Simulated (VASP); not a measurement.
TaN, 2 atoms in the cell. The structure is hexagonal, space group P-6m2 (No. 187). The conventional cell has a = 2.940 Å, b = 2.940 Å, c = 2.890 Å, α = 90.00°, β = 90.00°, γ = 120.00°. Ta (site symmetry -6m2) has 6 N at 2.23 Å and 2 Ta at 2.89 Å within 2.9 Å. N (site symmetry -6m2) has 6 Ta at 2.23 Å and 2 N at 2.89 Å within 2.9 Å. 

```yaml
Program: VASP 6.6.1
Task: vibrations by perturbation theory
Functional: PBE
Potentials_or_basis: VASP PAW PBE potentials, release 64 (Ta_pv, N)
Cutoff: 520 eV
k_mesh: 9 × 9 × 8
Occupations: fermi-dirac, width 0.1 eV
Spin: no spin polarisation
Dipole_correction: no
Further_INCAR_settings: ALGO = Normal; EDIFF = 1e-08; IBRION = 8; NSW = 1
```

Potentials or basis: VASP PAW PBE potentials, release 64 (Ta_pv, N).

Launch:

```console
$ cat potpaw_PBE.64/Ta_pv/POTCAR potpaw_PBE.64/N/POTCAR > POTCAR
$ mpirun -np 1 vasp_std > vasp.out
```

Hardware: 1 thread of Intel(R) Xeon(R) Platinum 8488C (Sapphire Rapids) (shared host).

Q: Estimate the wall time of this run.

A: Run time: 2.5 min on 1 thread of Intel(R) Xeon(R) Platinum 8488C (Sapphire Rapids), on a shared host, peak memory 0.29 GiB. Counts: scf iterations 81, k points 60.
